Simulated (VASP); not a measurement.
A run of VASP 6.6.1:

INCAR

```
SYSTEM = HCl
ALGO     = Fast           ! electronic algorithm
EDIFF    = 1E-7           ! SCF threshold, eV
ENCUT    = 520            ! plane-wave cutoff, eV
GGA      = PS             ! functional
ISIF     = 2              ! what is computed and relaxed
ISMEAR   = 0              ! smearing method
LASPH    = .TRUE.         ! aspherical terms in the spheres
LCHARG   = .FALSE.        ! write CHGCAR
LREAL    = .FALSE.        ! projectors in reciprocal space
LWAVE    = .FALSE.        ! write WAVECAR
NBANDS   = 11             ! bands
NELM     = 80             ! most SCF steps
PREC     = Accurate       ! precision mode
SIGMA    = 0.15           ! smearing width, eV
```

The input KPOINTS:

```
k-points
0
G
  16 16 16
  0 0 0
```

Contents of POSCAR:

```
HCl
1.0
    0.0000000000      2.6750000000      2.8550000000
    2.7350625000      0.0000000000      2.8550000000
    2.7350625000      2.6750000000      0.0000000000
H Cl
1 1
Direct
    0.0000000000      0.0000000000      0.0000000000
    0.5000000000      0.5000000000      0.5000000000
```

Potentials or basis: VASP PAW PBE potentials, release 64 (H, Cl).

Run with:

```console
$ cat potpaw_PBE.64/H/POTCAR potpaw_PBE.64/Cl/POTCAR > POTCAR
$ mpirun -np 1 vasp_std > vasp.out
```

Hardware: 1 thread of Oxide Virtual Turin-like Processor (shared host).

Task: How long does it take, and how much memory?

Result: It took 6.3 min on 1 thread of Oxide Virtual Turin-like Processor, with other jobs on the host, peak memory 0.33 GiB. Counts: scf iterations 17, k points 621.
